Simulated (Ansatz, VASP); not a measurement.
## Two plane-wave programs on C

```
C
1.0
     1.23250    0.71158    3.36139
    -1.23250    0.71158    3.36139
     0.00000   -1.42317    3.36139
C
2
Direct
  0.16069 0.16069 0.15015
  0.83931 0.83931 0.84985
```

Change from the starting cell: mode 4 frozen in at -0.095 Å and mode 6 at +0.015 Å (largest displacements).

Alike in both runs: task single point; functional PBE; dispersion D3(BJ); k mesh 15 × 15 × 15; occupations gaussian, width 0.05 eV; no spin polarisation.

|  | VASP | Ansatz |
| --- | --- | --- |
| version | VASP 6.6.1 | Ansatz 0.2.0 |
| potentials or method | VASP PAW PBE potentials, release 64 (C), cutoff 520 eV | scalar-relativistic, plane waves, PAW |
| valence electrons in the cell | 8 | 8 |

VASP gave:

```
gap on the k mesh at the Fermi level (eV)                     : 0.61
least direct gap on the mesh (eV)                             : 0.69
pressure (GPa)                                                : -1.3
traceless stress, the component that is largest in VASP (GPa) : 5.01
rms of the force components (eV/Å)                            : 1.987
```

Q: Which values does Ansatz return?

A: gap on the k mesh at the Fermi level (eV): 0.61; least direct gap on the mesh (eV): 0.69; pressure (GPa): -1.8; traceless stress, the component that is largest in VASP (GPa): 4.69; rms of the force components (eV/Å): 1.992.

Atom by atom the forces differ by 0.007 eV/Å (rms over components).
